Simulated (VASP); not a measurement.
HgTe (rocksalt type), 2 atoms in the cell. Symmetry: Fm-3m, No. 225, cubic system. Conventional cell: a = 5.034 Å, b = 5.034 Å, c = 5.034 Å, α = 90.00°, β = 90.00°, γ = 90.00°. Within 3.3 Å of Hg (site symmetry m-3m) lie 6 Te at 2.52 Å. Te (site symmetry m-3m) has 6 Hg at 2.52 Å within 3.3 Å. 

```yaml
Program: VASP 6.6.1
Task: single point
Functional: PBE
Potentials_or_basis: VASP PAW PBE potentials, release 64 (Hg, Te)
Cutoff: 520 eV
k_mesh: 12 × 12 × 12
Occupations: fermi-dirac, width 0.1 eV
Spin: no spin polarisation
Dipole_correction: no
k_mesh_for_the_DOS: 18 × 18 × 18
Occupations_for_the_DOS: tetrahedron
Further_INCAR_settings: ALGO = Normal; EDIFF = 1e-06
```

Potentials or basis: VASP PAW PBE potentials, release 64 (Hg, Te).

The run is started by

```sh
$ cat potpaw_PBE.64/Hg/POTCAR potpaw_PBE.64/Te/POTCAR > POTCAR
$ cp INCAR.step1 INCAR
$ cp KPOINTS.step1 KPOINTS
$ mpirun -np 1 vasp_std > vasp.out
$ cp INCAR.step2 INCAR
$ cp KPOINTS.step2 KPOINTS
$ mpirun -np 1 vasp_std > vasp.out
```

Hardware: 1 thread of Intel Xeon 8259CL (shared host).

Q: How long does it take, and how much memory?

A: It took 2.2 min on 1 thread of Intel Xeon 8259CL (shared host), peak memory 0.23 GiB. Counts: k points 195.
